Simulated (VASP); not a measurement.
Wanted: the native input for a VASP 6.6.1 run.

| Property | Result |
| --- | --- |
| Task | single point |
| Functional | PBEsol |
| Potentials or basis | VASP PAW PBE potentials, release 64 (Hf_pv) |
| Cutoff | 520 eV |
| k mesh | 18 × 18 × 10 |
| Occupations | gaussian, width 0.15 eV |
| Spin | no spin polarisation |
| Dipole correction | no |
| Further INCAR settings | ALGO = Fast; EDIFF = 1e-06; NBANDS = 17 |

The structure of Hf lies in POSCAR:

```
Hf
1.0
    3.0417588492      0.0000000000      0.0000000000
   -1.5208794246      2.6342404356      0.0000000000
    0.0000000000      0.0000000000      5.3709413284
Hf
2
Direct
    0.3333333333      0.6666666667      0.2500000000
    0.6666666667      0.3333333333      0.7500000000
```

This cell differs from its parent crystal: strain +e along x and -e along y +0.0000, strain +e along z and -e/2 along x and y +0.0750.

One way to write it, as run:

INCAR

```
  PREC = Accurate
  ENCUT = 520
  EDIFF = 1E-6
  ISMEAR = 0
  SIGMA = 0.15
  LREAL = False
  LASPH = True
  NELM = 60
  ALGO = Fast
  ISIF = 2
  LWAVE = False
  LCHARG = False
  GGA = PS
  NBANDS = 17
```

KPOINTS

```
regular mesh
0
Gamma
  18 18 10
```

Potentials or basis: VASP PAW PBE potentials, release 64 (Hf_pv).

Command:

```console
$ cat potpaw_PBE.64/Hf_pv/POTCAR > POTCAR
$ mpirun -np 1 vasp_std > vasp.out
```

Results of the run:

The pressure is 0.1 GPa. The band gap on the k mesh is zero (band 10 reaches 5.42 eV, above the bottom of band 11 at 4.58 eV).

Caveat: the cell differs from its parent crystal (strain +e along x and -e along y +0.0000, strain +e along z and -e/2 along x and y +0.0750); the PAW data sets were made with another functional, which shifts forces and pressure a little; spin-orbit coupling is left out, which moves the levels of the heavy elements.

Wall time 120 s on 1 thread of Intel(R) Xeon(R) Platinum 8375C CPU @ 2.90GHz (Ice Lake) (shared host), peak memory 0.26 GiB.
